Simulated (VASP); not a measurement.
# Li3SiS2 (R-3m) in VASP: notebook

The runs below take Li3SiS2 through single point, relaxation of cell and atoms, with PBE.

All numbers are computed with VASP 6.6.1; they aren't measurements. Logs are shortened: lines on timing, memory, paths and dates and some standing lists are left out, and cuts for length are marked.

## 1. The cell of the first run

The structure is trigonal, space group R-3m (No. 166). The conventional cell has a = 6.776 Å, b = 6.776 Å, c = 10.614 Å, α = 90.00°, β = 90.00°, γ = 120.00°. Li (site symmetry 2/m) has 2 S at 2.27 Å within 3.0 Å. Within 3.2 Å of Si (site symmetry -3m) lie 2 S at 2.39 Å. Within 3.0 Å of S (site symmetry 3m) lie 3 Li at 2.27 Å and 1 Si at 2.39 Å.

## 2. Single point, PBE

The input, INCAR:

```
ALGO = Normal
EDIFF = 1E-7
ENCUT = 520
GGA = PE
ISIF = 2
ISMEAR = 0
LASPH = True
LCHARG = False
LREAL = False
LWAVE = False
NBANDS = 22
NELM = 100
PREC = Accurate
SIGMA = 0.1
```

The input, KPOINTS:

```
k-points
0
Gamma
  4 4 4
```

The input, POSCAR:

```
Li3SiS2
1.0
    3.3880259238      1.9560776791      3.5380036833
   -3.3880259238      1.9560776791      3.5380036833
    0.0000000000     -3.9121553582      3.5380036833
Li Si S
3 1 2
Direct
    0.0000000000      0.5000000000      0.0000000000
    0.5000000000      0.0000000000      0.0000000000
    0.0000000000      0.0000000000      0.5000000000
    0.5000000000      0.5000000000      0.5000000000
    0.7254456124      0.7254456124      0.7254456124
    0.2745543876      0.2745543876      0.2745543876
```

Potentials or basis: VASP PAW PBE potentials, release 64 (Li_sv, Si, S).

The run is started by

```bash
cat potpaw_PBE.64/Li_sv/POTCAR potpaw_PBE.64/Si/POTCAR potpaw_PBE.64/S/POTCAR > POTCAR
mpirun -np 1 vasp_std > vasp.out
```

OUTCAR:

```text
EDIFF = 1E-7
   ENCUT = 520
   GGA = PE
   ISIF = 2
   ISMEAR = 0
   LASPH = True
   LREAL = False
   NELM = 100
   PREC = Accurate

 ion  position               nearest neighbor table
   1  0.000  0.500  0.000-   5 2.27   6 2.27
   2  0.500  0.000  0.000-   5 2.27   6 2.27
   3  0.000  0.000  0.500-   5 2.27   6 2.27
   4  0.500  0.500  0.500-   5 2.39   6 2.39
   5  0.725  0.725  0.725-   3 2.27   2 2.27   1 2.27   4 2.39
   6  0.275  0.275  0.275-   3 2.27   2 2.27   1 2.27   4 2.39

  LATTYP: Found a trigonal (rhomboedric) cell.
 ALAT       =     5.2746971107
 COS(alpha) =     0.1748585712

  Lattice vectors:

 A1 = (   3.3880259238,   1.9560776791,   3.5380036833)
 A2 = (  -3.3880259238,   1.9560776791,   3.5380036833)
 A3 = (   0.0000000000,  -3.9121553582,   3.5380036833)

Analysis of symmetry for initial positions (statically):
=====================================================================
 Subroutine PRICEL returns:
 Original cell was already a primitive cell.

 Routine SETGRP: Setting up the symmetry group for a
 trigonal (rhombohedral) supercell.

 Subroutine GETGRP returns: Found 12 space group operations
 (whereof 12 operations were pure point group operations)
 out of a pool of 12 trial point group operations.

The static configuration has the point symmetry D_3d.

Analysis of symmetry for dynamics (positions and initial velocities):
=====================================================================
 Subroutine PRICEL returns:
 Original cell was already a primitive cell.

 Routine SETGRP: Setting up the symmetry group for a
 trigonal (rhombohedral) supercell.

 Subroutine GETGRP returns: Found 12 space group operations
 (whereof 12 operations were pure point group operations)
 out of a pool of 12 trial point group operations.

The dynamic configuration has the point symmetry D_3d.

 Subroutine INISYM returns: Found 12 space group operations
 (whereof 12 operations are pure point group operations),
 and found     1 'primitive' translations

----------------------------------------------------------------------------------------

                                     Primitive cell

  volume of cell :     140.6832

  direct lattice vectors                    reciprocal lattice vectors
     3.388025924  1.956077679  3.538003683     0.147578564  0.085204524  0.094215089
    -3.388025924  1.956077679  3.538003683    -0.147578564  0.085204524  0.094215089
     0.000000000 -3.912155358  3.538003683     0.000000000 -0.170409047  0.094215089

  length of vectors
     5.274697111  5.274697111  5.274697111     0.194719610  0.194719610  0.194719610

  position of ions in fractional coordinates (direct lattice)
     1.000000000  0.500000000  0.000000000
     0.500000000  1.000000000  0.000000000
     0.000000000  0.000000000  0.500000000
     0.500000000  0.500000000  0.500000000
     0.725445612  0.725445612  0.725445612
     0.274554388  0.274554388  0.274554388

  ion indices of the primitive-cell ions
   primitive index   ion index
                 1           1
                 2           2
                 3           3
                 4           4
                 5           5
                 6           6

----------------------------------------------------------------------------------------

 KPOINTS: k-points

Automatic generation of k-mesh.
 Grid dimensions read from file:
 generate k-points for:    4    4    4

 Generating k-lattice:

  Cartesian coordinates                     Fractional coordinates (reciprocal lattice)
     0.036894641  0.021301131  0.023553772     0.250000000 -0.000000000  0.000000000
    -0.036894641  0.021301131  0.023553772    -0.000000000  0.250000000  0.000000000
     0.000000000 -0.042602262  0.023553772     0.000000000  0.000000000  0.250000000

  Length of vectors
     0.048679902  0.048679902  0.048679902

  Shift w.r.t. Gamma in fractional coordinates (k-lattice)
     0.000000000  0.000000000  0.000000000

 Subroutine IBZKPT returns following result:
 ===========================================

 Found     13 irreducible k-points:

 Following reciprocal coordinates:
            Coordinates               Weight
  0.000000  0.000000  0.000000      1.000000
  0.250000 -0.000000  0.000000      6.000000
  0.500000 -0.000000  0.000000      3.000000
  0.250000  0.250000  0.000000      6.000000
  0.500000  0.250000  0.000000     12.000000
 -0.250000  0.250000  0.000000      6.000000
  0.500000  0.500000  0.000000      3.000000
  0.250000  0.250000  0.250000      2.000000
  0.500000  0.250000  0.250000      6.000000
 -0.250000  0.250000  0.250000      6.000000
  0.500000  0.500000  0.250000      6.000000
 -0.250000  0.500000  0.250000      6.000000
  0.500000  0.500000  0.500000      1.000000
   k-points           NKPTS =     13   k-points in BZ     NKDIM =     13   number of bands    NBANDS=     22
   number of dos      NEDOS =    301   number of ions     NIONS =      6
   total plane-waves  NPLWV =  64000
   dimension x,y,z NGX =    40 NGY =   40 NGZ =   40
   dimension x,y,z NGXF=    80 NGYF=   80 NGZF=   80
   ions per type =               3   1   2
   NGX,Y,Z   is equivalent  to a cutoff of  12.61, 12.61, 12.61 a.u.
   NGXF,Y,Z  is equivalent  to a cutoff of  25.21, 25.21, 25.21 a.u.
 SYSTEM =  unknown system
   PREC   = accura    normal or accurate (medium, high low for compatibility)
   ISTART =      0    job   : 0-new  1-cont  2-samecut
   ICHARG =      2    charge: 1-file 2-atom 10-const
   ISPIN  =      1    spin polarized calculation?
   LNONCOLLINEAR =      F non collinear calculations
   LSORBIT =      F    spin-orbit coupling
   LASPH  =      T    aspherical Exc in radial PAW
   ENCUT  =  520.0 eV  38.22 Ry    6.18 a.u.   9.81  9.81  9.81*2*pi/ulx,y,z
   NELM   =    100;   NELMIN=  2; NELMDL= -5     # of ELM steps
   EDIFF  = 0.1E-06   stopping-criterion for ELM
   LREAL  =      F    real-space projection
   EDIFFG = 0.1E-05   stopping-criterion for IOM
   NSW    =      0    number of steps for IOM
   IBRION =     -1    ionic relax: 0-MD 1-quasi-New 2-CG
   NFREE  =      0    steps in history (QN), initial steepest desc. (CG)
   ISIF   =      2    stress and relaxation
   ISYM   =      2    0-nonsym 1-usesym 2-fastsym
   POTIM  = 0.5000    time-step for ionic-motion
   TEBEG  =    0.0;   TEEND  =   0.0 temperature during run
   PSTRESS=    0.0 pullay stress
   NELECT =      25.0000    total number of electrons
   NUPDOWN=      -1.0000    fix difference up-down
   EMIN   =  10.00;   EMAX   =-10.00  energy-range for DOS
   EFERMI =   0.00;   METHOD = LEGACY
   ISMEAR =     0;   SIGMA  =   0.10  broadening in eV -4-tet -1-fermi 0-gaus
   EFERMI_NEDOS =   21; number of points for ismear=-14 and -15
   IALGO  =     38    algorithm
   IMIX   =      4    mixing-type and parameters
     AMIX     =   0.40;   BMIX     =  1.00
     AMIX_MAG =   1.60;   BMIX_MAG =  1.00
  volume/ion in A,a.u.               =      23.45       158.23
  Fermi-wavevector in a.u.,A,eV,Ry     =   0.920395  1.739294 11.525851  0.847126
  Thomas-Fermi vector in A             =   2.045695
   LORBIT       =      0    0 simple, 1 ext, 2 COOP (PROOUT), +10 PAW based schemes
   GGA     = PE    functional components
   LHFCALC =     F    Hartree Fock is set to
   AEXX    =    0.0000 exact exchange contribution
   IVDW    =     0    specifies the selected vdW correction
   LEPSILON=     F    determine dielectric tensor
   LRPA    =     F    only Hartree local field effects (RPA)
 non-spin polarized calculation
 Gauss-broadening in eV      SIGMA  =   0.10
  energy-cutoff  :      520.00
  volume of cell :      140.68
 maximum number of plane-waves:      3818
   NGX = 19   NGY = 19   NGZ = 19

 number of electron      25.0000011 magnetization

 Free energy of the ion-electron system (eV)
  ---------------------------------------------------
  ext. energy  EPLUGINS =         0.00000000
  ---------------------------------------------------
  free energy    TOTEN  =       -21.83542653 eV

  energy without entropy =      -21.82141326  energy(sigma->0) =      -21.82841990

 E-fermi :   1.7728     XC(G=0):  -7.4339

 val. band max:        1.7189561805   @ k =   0.5000   0.2500   0.0000
 cond. band min:       1.8134997200   @ k =   0.5000   0.5000   0.0000
 fundamental gap:      0.0945435395
 Fermi energy:         1.7727708365

 k-point     1 :       0.0000    0.0000    0.0000
  band No.  band energies     occupation
      1     -44.3168      2.00000
      2     -44.3129      2.00000
      3     -44.3129      2.00000
      4     -10.8608      2.00000
      5     -10.4526      2.00000
      6      -4.7545      2.00000
[... 14 lines left out ...]
     21       8.2912      0.00000
     22       8.9441      0.00000

 k-point     2 :       0.2500   -0.0000    0.0000
  band No.  band energies     occupation
      1     -44.3163      2.00000
      2     -44.3134      2.00000
      3     -44.3129      2.00000
      4     -10.8195      2.00000
      5     -10.4642      2.00000
      6      -4.9162      2.00000
[... 14 lines left out ...]
     21       8.2436      0.00000
     22       8.3946      0.00000

 k-point     3 :       0.5000   -0.0000    0.0000
  band No.  band energies     occupation
      1     -44.3155      2.00000
      2     -44.3142      2.00000
      3     -44.3129      2.00000
      4     -10.7722      2.00000
      5     -10.4812      2.00000
      6      -5.0681      2.00000
[... 14 lines left out ...]
     21       8.1471      0.00000
     22       8.4643      0.00000
[... 201 lines left out ...]
 k-point    12 :      -0.2500    0.5000    0.2500
  band No.  band energies     occupation
      1     -44.3153      2.00000
      2     -44.3143      2.00000
      3     -44.3130      2.00000
      4     -10.6340      2.00000
      5     -10.5643      2.00000
      6      -5.2579      2.00000
[... 14 lines left out ...]
     21       8.3765      0.00000
     22       8.8151      0.00000

 k-point    13 :       0.5000    0.5000    0.5000
  band No.  band energies     occupation
      1     -44.3164      2.00000
      2     -44.3131      2.00000
      3     -44.3131      2.00000
      4     -10.6466      2.00000
      5     -10.4877      2.00000
      6      -5.4123      2.00000
[... 14 lines left out ...]
     21       8.2940      0.00000
     22       8.7873      0.00000

------------------------ aborting loop because EDIFF is reached ----------------------------------------

  FORCE on cell =-STRESS in cart. coord.  units (eV):
  Direction    XX          YY          ZZ          XY          YZ          ZX
  --------------------------------------------------------------------------------------
  -------------------------------------------------------------------------------------
  Total        0.0893437      0.0893437      0.1116945      0.0000000      0.0000000     -0.0000000
  in kB        1.0174952      1.0174952      1.2720377      0.0000000      0.0000000     -0.0000000
  external PRESSURE =       1.1023427 kB  Pullay stress =       0.0000000 kB

 VOLUME and BASIS-vectors are now :
 -----------------------------------------------------------------------------
  energy-cutoff  :      520.00
  volume of cell :      140.68
      direct lattice vectors                 reciprocal lattice vectors
     3.388025924  1.956077679  3.538003683     0.147578564  0.085204524  0.094215089
    -3.388025924  1.956077679  3.538003683    -0.147578564  0.085204524  0.094215089
     0.000000000 -3.912155358  3.538003683     0.000000000 -0.170409047  0.094215089

 POSITION                                       TOTAL-FORCE (eV/Angst)
 -----------------------------------------------------------------------------------
     -1.69401      0.97804      1.76900         0.000000     -0.000000      0.000000
      1.69401      0.97804      1.76900        -0.000000     -0.000000      0.000000
      0.00000     -1.95608      1.76900        -0.000000     -0.000000      0.000000
      0.00000      0.00000      5.30701         0.000000     -0.000000      0.000000
      0.00000      0.00000      7.69989         0.000000      0.000000     -0.043612
      0.00000      0.00000      2.91412         0.000000     -0.000000      0.043612
 -----------------------------------------------------------------------------------
    total drift:                               -0.000000      0.000000     -0.000000

  FREE ENERGIE OF THE ION-ELECTRON SYSTEM (eV)
  ---------------------------------------------------
  free  energy   TOTEN  =       -21.8354265334 eV

  energy  without entropy=      -21.8214132632  energy(sigma->0) =      -21.82841990
```

Wall time 31 s (1 thread of AMD EPYC 9R45 (Zen 5), shared host); peak memory 0.2 GiB.

Results:

```yaml
Free_energy: -21.8354 eV
Largest_force: 0.044 eV/Å
```

Forces in eV/Å, atoms in the order of the input:
```
Li   0.000  0.000  0.000
Li   0.000  0.000  0.000
Li   0.000  0.000  0.000
Si   0.000  0.000  0.000
S    0.000  0.000 -0.044
S    0.000  0.000  0.044
```

Levels at points of the mesh, in eV from the Fermi level:
```tsv
k point	band 8	band 9	band 10	band 11	band 12	band 13	band 14	band 15	band 16	band 17
(0.00, 0.00, 0.00)	-2.75	-2.75	-2.31	-2.31	-1.49	-0.57	-0.57	2.80	3.74	4.72
(0.50, 0.00, 0.00)	-3.32	-2.95	-2.47	-2.01	-0.96	-0.39	0.88	2.59	3.24	3.67
(0.50, 0.50, 0.00)	-3.76	-2.82	-2.42	-2.24	-1.03	0.04	1.52	2.75	4.05	4.49
(0.50, 0.50, 0.50)	-3.64	-3.64	-2.33	-2.33	-0.24	1.14	1.14	1.82	4.87	4.87
```

Caveat: the cutoff is under 1.25 times the usual one of these potentials, so pressure, stress and relaxed cells hold a basis-set (Pulay) error.

## 3. Single point, PBE

This run uses another cell than the first one, of 23.66 Å³/atom, 1.009 times its volume.

The input, INCAR:

```
SYSTEM = Li3SiS2
ALGO = Normal
EDIFF = 1E-6
ENCUT = 520
GGA = PE
ISIF = 2
ISMEAR = 0
LASPH = .TRUE.
LCHARG = .FALSE.
LREAL = .FALSE.
LWAVE = .FALSE.
NBANDS = 22
NELM = 100
PREC = Accurate
SIGMA = 0.1
```

The input, KPOINTS:

```
k-points
0
G
  4 4 4
  0 0 0
```

The input, POSCAR:

```
Li3SiS2
1.0
    3.6885327800      2.1295753900      3.0116744000
   -3.6885327800      2.1295753900      3.0116744000
    0.0000000000     -4.2591507800      3.0116744000
Li Si S
3 1 2
Direct
    0.0000000000      0.5000000000      0.0000000000
    0.5000000000      0.0000000000      0.0000000000
    0.0000000000      0.0000000000      0.5000000000
    0.5000000000      0.5000000000      0.5000000000
    0.7500000000      0.7500000000      0.7500000000
    0.2500000000      0.2500000000      0.2500000000
```

Potentials or basis: VASP PAW PBE potentials, release 64 (Li_sv, Si, S).

The run is started by

```bash
cat potpaw_PBE.64/Li_sv/POTCAR potpaw_PBE.64/Si/POTCAR potpaw_PBE.64/S/POTCAR > POTCAR
mpirun -np 1 vasp_std > vasp.out
```

OUTCAR:

```text
SYSTEM = Li3SiS2
   EDIFF = 1E-6
   ENCUT = 520
   GGA = PE
   ISIF = 2
   ISMEAR = 0
   LASPH = .TRUE.
   LREAL = .FALSE.
   NELM = 100
   PREC = Accurate

 ion  position               nearest neighbor table
   1  0.000  0.500  0.000-   5 2.26   6 2.26
   2  0.500  0.000  0.000-   5 2.26   6 2.26
   3  0.000  0.000  0.500-   5 2.26   6 2.26
   4  0.500  0.500  0.500-   5 2.26   6 2.26
   5  0.750  0.750  0.750-   3 2.26   4 2.26   1 2.26   2 2.26
   6  0.250  0.250  0.250-   3 2.26   4 2.26   1 2.26   2 2.26

[... 517 lines left out ...]
  -------------------------------------------------------------------------------------
  Total       -0.1014016     -0.1014016      5.6405018      0.0000000      0.0000000     -0.0000000
  in kB       -1.1445892     -1.1445892     63.6681732      0.0000000      0.0000000     -0.0000000
  external PRESSURE =      20.4596650 kB  Pullay stress =       0.0000000 kB

 VOLUME and BASIS-vectors are now :
 -----------------------------------------------------------------------------
  energy-cutoff  :      520.00
  volume of cell :      141.94
      direct lattice vectors                 reciprocal lattice vectors
     3.688532780  2.129575390  3.011674400     0.135555255  0.078262863  0.110680402
    -3.688532780  2.129575390  3.011674400    -0.135555255  0.078262863  0.110680402
     0.000000000 -4.259150780  3.011674400     0.000000000 -0.156525726  0.110680402

 POSITION                                       TOTAL-FORCE (eV/Angst)
 -----------------------------------------------------------------------------------
     -1.84427      1.06479      1.50584        -0.000000     -0.000000     -0.000000
      1.84427      1.06479      1.50584        -0.000000     -0.000000     -0.000000
      0.00000     -2.12958      1.50584        -0.000000     -0.000000     -0.000000
      0.00000      0.00000      4.51751         0.000000     -0.000000     -0.000000
      0.00000      0.00000      6.77627        -0.000000      0.000000      0.872065
      0.00000      0.00000      2.25876        -0.000000     -0.000000     -0.872065
 -----------------------------------------------------------------------------------
    total drift:                               -0.000000      0.000000     -0.000000

  FREE ENERGIE OF THE ION-ELECTRON SYSTEM (eV)
  ---------------------------------------------------
  free  energy   TOTEN  =       -21.5350360985 eV

  energy  without entropy=      -21.5163085768  energy(sigma->0) =      -21.52567234
```

OSZICAR:

```text
N       E                     dE             d eps       ncg     rms          rms(c)
DAV:   1     0.138242327835E+03    0.13824E+03   -0.10099E+04   572   0.102E+03
DAV:   2    -0.121706783786E+01   -0.13946E+03   -0.13313E+03   692   0.231E+02
DAV:   3    -0.207596780029E+02   -0.19543E+02   -0.19388E+02   912   0.652E+01
DAV:   4    -0.227916098843E+02   -0.20319E+01   -0.20158E+01   974   0.226E+01
DAV:   5    -0.229378931284E+02   -0.14628E+00   -0.14628E+00   908   0.463E+00    0.959E+00
DAV:   6    -0.215442923088E+02    0.13936E+01   -0.32338E+00   680   0.652E+00    0.629E+00
DAV:   7    -0.215167690116E+02    0.27523E-01   -0.69314E-01   768   0.291E+00    0.347E+00
DAV:   8    -0.215376633205E+02   -0.20894E-01   -0.15892E-01   730   0.168E+00    0.476E-01
DAV:   9    -0.215322800392E+02    0.53833E-02   -0.40919E-02   710   0.782E-01    0.253E-01
DAV:  10    -0.215345271017E+02   -0.22471E-02   -0.54935E-03   728   0.332E-01    0.117E-01
DAV:  11    -0.215350376465E+02   -0.51054E-03   -0.14390E-03   712   0.179E-01    0.479E-02
DAV:  12    -0.215350145021E+02    0.23144E-04   -0.35375E-04   804   0.717E-02    0.340E-02
DAV:  13    -0.215350338927E+02   -0.19391E-04   -0.37930E-05   718   0.290E-02    0.241E-02
DAV:  14    -0.215350361159E+02   -0.22232E-05   -0.56207E-06   804   0.108E-02    0.442E-03
DAV:  15    -0.215350360985E+02    0.17308E-07   -0.11758E-06   606   0.515E-03
   1 F= -.21535036E+02 E0= -.21525672E+02  d E =-.187275E-01
```

stdout:

```text
POSCAR found type information on POSCAR LiSiS
 POSCAR found :  3 types and       6 ions
 scaLAPACK will be used
 LDA part: xc-table for (Slater+PW92), standard interpolation
 POSCAR, INCAR and KPOINTS ok, starting setup
 FFT: planning ... GRIDC
 FFT: planning ... GRID_SOFT
 FFT: planning ... GRID
 WAVECAR not read
 entering main loop
```

Run time: 34 s. Hardware: 1 thread of AMD EPYC 9R45 (Zen 5), shared host; peak memory 0.21 GiB.

What came out:

```yaml
Free_energy: -21.5350 eV
Largest_force: 0.872 eV/Å
```

Forces on the atoms (eV/Å):
```
Li   0.000  0.000  0.000
Li   0.000  0.000  0.000
Li   0.000  0.000  0.000
Si   0.000  0.000  0.000
S    0.000  0.000  0.872
S    0.000  0.000 -0.872
```

Caveat: the cutoff is under 1.25 times the usual one of these potentials, so pressure, stress and relaxed cells hold a basis-set (Pulay) error.

(Part 1 of 2 ends here.)
